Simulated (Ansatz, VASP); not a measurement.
## One calculation of ScV2WS2, two programs

```
Sc V W S
1.0
     4.09107    0.00000    0.00000
    -2.04553    3.54297    0.00000
     0.00000    0.00000    6.79679
Sc V W S
1 2 1 2
Direct
  0.00000 0.00000 0.50000
  0.66667 0.33333 0.65929
  0.33333 0.66667 0.34071
  0.00000 0.00000 0.00000
  0.66667 0.33333 0.26735
  0.33333 0.66667 0.73265
```

Change from the starting cell: species swapped into the LiSmCu2P2 type (P-3m1, No. 164).

Alike in both runs: task single point; functional PBE; k mesh 6 × 6 × 4; occupations gaussian, width 0.1 eV; collinear spin.

|  | VASP | Ansatz |
| --- | --- | --- |
| version | VASP 6.6.1 | Ansatz 0.2.0 |
| potentials or method | VASP PAW PBE potentials, release 64 (Sc_sv, V_sv, W_sv, S), cutoff 520 eV | scalar-relativistic, plane waves, PAW |
| valence electrons in the cell | 63 | 63 |

|  | VASP | Ansatz | Ansatz less VASP |
| --- | --- | --- | --- |
| gap on the k mesh at the Fermi level (eV) | none | none | - |
| pressure (GPa) | -11.4 | -9.9 | +1.53 |
| traceless stress, the component that is largest in VASP (GPa) | -8.31 | -11.43 | -3.120 |
| rms of the force components (eV/Å) | 0.498 | 0.469 | -0.0293 |
| net moment per atom (μB) | 0.00 | 0.33 | +0.331 |
| size of the moment on the site where the two differ most (μB) | 0.00 | 1.53 | +1.526 |

The net moments are unlike, so the other rows may belong to different states. Site moments also hang on the region over which each program counts them. Atom by atom the forces differ by 0.033 eV/Å (rms over components). A gap of «none» marks a metal or a gap that the smearing closes.

Spin-orbit coupling is off throughout.
